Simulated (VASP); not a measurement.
# Ru6F in VASP: relaxation of the atoms with PBE

Aim: the relaxation of the atoms of Ru6F with PBE.

Everything below comes from runs of VASP 6.6.1. Logs are shortened: lines on timing, memory, paths and dates and some standing lists are left out, and cuts for length are marked.

## Step 1: The cell of the first run

The cell holds a slab with vacuum, 7 atoms: a = 2.720 Å, b = 4.297 Å, c = 20.838 Å, α = 90.00°, β = 90.00°, γ = 90.00°.

## Step 2: Relaxation of the atoms, PBE

INCAR reads:

```
SYSTEM = Ru6F
ALGO = Normal ; DIPOL = 0.5 0.5 0.354
EDIFF = 1E-7 ; EDIFFG = -0.025
ENCUT = 520 ; GGA = PE
GGA_COMPAT = .FALSE. ; IBRION = 2
IDIPOL = 3 ; ISIF = 2
ISMEAR = 0 ; KPAR = 4
LASPH = .TRUE. ; LCHARG = .FALSE.
LDIPOL = .TRUE. ; LREAL = .FALSE.
LWAVE = .FALSE. ; NELM = 120
NELMDL = -8 ; NELMIN = 4
NSW = 36 ; PREC = Accurate
SIGMA = 0.1
```

KPOINTS reads:

```
k-points
0
G
  10 6 1
  0 0 0
```

POSCAR reads:

```
Ru6F
1.0
    2.7197977463      0.0000000000      0.0000000000
    0.0000000000      4.2966597637      0.0000000000
    0.0000000000      0.0000000000     20.8383397658
Ru F
6 1
Selective dynamics
Direct
    0.0000000000      0.7500000000      0.1919538718  F F F
    0.5000000000      0.2500000000      0.2296314407  F F F
    0.5000000000      0.7500000000      0.3049865783  F F F
    0.0000000000      0.2500000000      0.3407382309  F F F
    0.0000000000      0.7500000000      0.4168575086  F F F
    0.5000000000      0.2500000000      0.4481326186  F F F
    0.5000000000      0.2500000000      0.5460290932  F F T
```

Potentials or basis: VASP PAW PBE potentials, release 64 (Ru_pv, F).

Launch:

```
$ cat potpaw_PBE.64/Ru_pv/POTCAR potpaw_PBE.64/F/POTCAR > POTCAR
$ mpirun -np 4 vasp_std > vasp.out
```

OUTCAR:

```text
SYSTEM = Ru6F
   EDIFF = 1E-7
   EDIFFG = -0.025
   ENCUT = 520
   GGA = PE
   IBRION = 2
   ISIF = 2
   ISMEAR = 0
   LASPH = .TRUE.
   LREAL = .FALSE.
   NELM = 120
   NELMDL = -8
   NELMIN = 4
   NSW = 36
   PREC = Accurate

 ion  position               nearest neighbor table
   1  0.000  0.750  0.192-   2 2.66   2 2.66   2 2.66   2 2.66   3 2.72   3 2.72
   2  0.500  0.250  0.230-   3 2.66   3 2.66   1 2.66   1 2.66   1 2.66   1 2.66   4 2.69   4 2.69

   3  0.500  0.750  0.305-   4 2.65   4 2.65   4 2.65   4 2.65   2 2.66   2 2.66   5 2.70   5 2.70
                             1 2.72   1 2.72
   4  0.000  0.250  0.341-   6 2.62   6 2.62   3 2.65   3 2.65   3 2.65   3 2.65   5 2.67   5 2.67
                             2 2.69   2 2.69
   5  0.000  0.750  0.417-   6 2.62   6 2.62   6 2.62   6 2.62   4 2.67   4 2.67   3 2.70   3 2.70

   6  0.500  0.250  0.448-   7 2.04   4 2.62   4 2.62   5 2.62   5 2.62   5 2.62   5 2.62
   7  0.500  0.250  0.546-   6 2.04

  LATTYP: Found a simple orthorhombic cell.
 ALAT       =     2.7197977463
 B/A-ratio  =     1.5797717935
 C/A-ratio  =     7.6617240360

  Lattice vectors:

 A1 = (   2.7197977463,   0.0000000000,   0.0000000000)
 A2 = (   0.0000000000,   4.2966597637,   0.0000000000)
 A3 = (   0.0000000000,   0.0000000000,  20.8383397658)

Analysis of symmetry for initial positions (statically):
=====================================================================
 Subroutine PRICEL returns:
 Original cell was already a primitive cell.

 Routine SETGRP: Setting up the symmetry group for a
 simple orthorhombic supercell.

 Subroutine GETGRP returns: Found  4 space group operations
 (whereof  2 operations were pure point group operations)
 out of a pool of  8 trial point group operations.

The static configuration has the point symmetry C_1h.
 The point group associated with its full space group is C_2v.

Analysis of symmetry for dynamics (positions and initial velocities):
=====================================================================
 Subroutine PRICEL returns:
 Original cell was already a primitive cell.

 Routine SETGRP: Setting up the symmetry group for a
 simple orthorhombic supercell.

 Subroutine GETGRP returns: Found  4 space group operations
 (whereof  2 operations were pure point group operations)
 out of a pool of  8 trial point group operations.

The dynamic configuration has the point symmetry C_1h.
[... 149 lines left out ...]
   GGA     = PE    functional components
   LHFCALC =     F    Hartree Fock is set to
   AEXX    =    0.0000 exact exchange contribution
   IVDW    =     0    specifies the selected vdW correction
   LEPSILON=     F    determine dielectric tensor
   LRPA    =     F    only Hartree local field effects (RPA)
 conjugate gradient relaxation of ions
 non-spin polarized calculation
 Gauss-broadening in eV      SIGMA  =   0.10
  energy-cutoff  :      520.00
  volume of cell :      243.52
 maximum number of plane-waves:      6614
   NGX = 11   NGY = 15   NGZ = 77

 dipolmoment           0.000000      0.000000     -0.022207 electrons x Angstroem

--------------------------------------- Ionic step        1  -------------------------------------------

 number of electron      91.0000031 magnetization

 Free energy of the ion-electron system (eV)
  ---------------------------------------------------
  ext. energy  EPLUGINS =         0.00000000
  ---------------------------------------------------
  free energy    TOTEN  =       -55.45875526 eV

  energy without entropy =      -55.42195707  energy(sigma->0) =      -55.44035616

------------------------ aborting loop because EDIFF is reached ----------------------------------------

  FORCE on cell =-STRESS in cart. coord.  units (eV):
  Direction    XX          YY          ZZ          XY          YZ          ZX
  --------------------------------------------------------------------------------------
  -------------------------------------------------------------------------------------
  Total       -3.1712392     -3.7295622     -5.6065853      0.0000000      0.0000000      0.0000000
  in kB      -20.8645440    -24.5379202    -36.8874242      0.0000000      0.0000000      0.0000000
  external PRESSURE =     -27.4299628 kB  Pullay stress =       0.0000000 kB
[... 104 lines left out ...]
  FREE ENERGIE OF THE ION-ELECTRON SYSTEM (eV)
  ---------------------------------------------------
  free  energy   TOTEN  =       -55.7004963222 eV

  energy  without entropy=      -55.6641918676  energy(sigma->0) =      -55.68234409

[... ionic steps 4 to 12 ...]

--------------------------------------- Ionic step       13  -------------------------------------------

 number of electron      91.0000031 magnetization

------------------------ aborting loop because EDIFF is reached ----------------------------------------
[... 77 lines left out ...]
--------------------------------------- Ionic step       15  -------------------------------------------

 number of electron      91.0000032 magnetization

 dipolmoment           0.000000      0.000000      0.200728 electrons x Angstroem

 Free energy of the ion-electron system (eV)
  ---------------------------------------------------
  ext. energy  EPLUGINS =         0.00000000
  ---------------------------------------------------
  free energy    TOTEN  =       -55.70052169 eV

  energy without entropy =      -55.66421513  energy(sigma->0) =      -55.68236841

 E-fermi :   0.4531     XC(G=0):  -6.0319

 val. band max:        0.4081923713   @ k =   0.5000   0.1667   0.0000
 cond. band min:       0.4542283263   @ k =   0.0000   0.0000   0.0000
 fundamental gap:      0.0460359549
 Fermi energy:         0.4530760698

 k-point     1 :       0.0000    0.0000    0.0000
  band No.  band energies     occupation
      1     -43.2063      2.00000
      2     -43.2063      2.00000
      3     -43.0111      2.00000
      4     -42.8356      2.00000
      5     -42.6692      2.00000
      6     -42.6388      2.00000
[... 1357 lines left out ...]
     53       3.8156      0.00000
     54       4.1067      0.00000

------------------------ aborting loop because EDIFF is reached ----------------------------------------

 vacuum level on the upper side and lower side of the slab       (xc-potential included)         1.506        -1.524

  FORCE on cell =-STRESS in cart. coord.  units (eV):
  Direction    XX          YY          ZZ          XY          YZ          ZX
  --------------------------------------------------------------------------------------
  -------------------------------------------------------------------------------------
  Total       -2.9820082     -3.7579007      0.0097664      0.0000000      0.0000000      0.0000000
  in kB      -19.6195358    -24.7243679      0.0642561      0.0000000      0.0000000      0.0000000
  external PRESSURE =     -14.7598825 kB  Pullay stress =       0.0000000 kB
[... 22 lines left out ...]
  FREE ENERGIE OF THE ION-ELECTRON SYSTEM (eV)
  ---------------------------------------------------
  free  energy   TOTEN  =       -55.7005216896 eV

  energy  without entropy=      -55.6642151270  energy(sigma->0) =      -55.68236841

 reached required accuracy - stopping structural energy minimisation

 vacuum level on the upper side and lower side of the slab         8.241         5.134
```

It took 18 min on 4 MPI ranks of Intel Xeon Platinum 8259CL at 2.50GHz (Skylake/Cascade Lake), shared host; peak memory 0.47 GiB.

Results:

```
Free energy               : -55.7005 eV
Energy gained by relaxing : 34.5 meV/atom
Ionic steps               : 15
Band gap on the k mesh    : zero (an odd number of electrons rules out a gap without spin polarisation)
```

The path:
```
step  energy change (eV)  largest force on free atoms (eV/Å)  pressure (GPa)
   1              0.0000                              2.5825           -2.74
   2             -0.2257                              0.8251           -1.85
   3             -0.2417                              0.0422           -1.45
   4             -0.2417                              0.0372           -1.48
   5             -0.2417                              0.0366           -1.48
   6             -0.2418                              0.0345           -1.48
   7             -0.2418                              0.0346           -1.48
   8             -0.2418                              0.0344           -1.48
   9             -0.2418                              0.0344           -1.48
  10             -0.2418                              0.0342           -1.48
  11             -0.2418                              0.0340           -1.48
  12             -0.2418                              0.0332           -1.48
  13             -0.2418                              0.0314           -1.48
  14             -0.2418                              0.0282           -1.48
  15             -0.2418                              0.0220           -1.48
```

Final structure:
```
Ru F
1.0
     2.71980    0.00000    0.00000
     0.00000    4.29666    0.00000
     0.00000    0.00000   20.83834
Ru F
6 1
Direct
  0.00000 0.75000 0.19195
  0.50000 0.25000 0.22963
  0.50000 0.75000 0.30499
  0.00000 0.25000 0.34074
  0.00000 0.75000 0.41686
  0.50000 0.25000 0.44813
  0.50000 0.25000 0.53829
```

Caveat: an odd number of electrons without spin polarisation forces a metal; a magnetic or distorted state may lie lower.
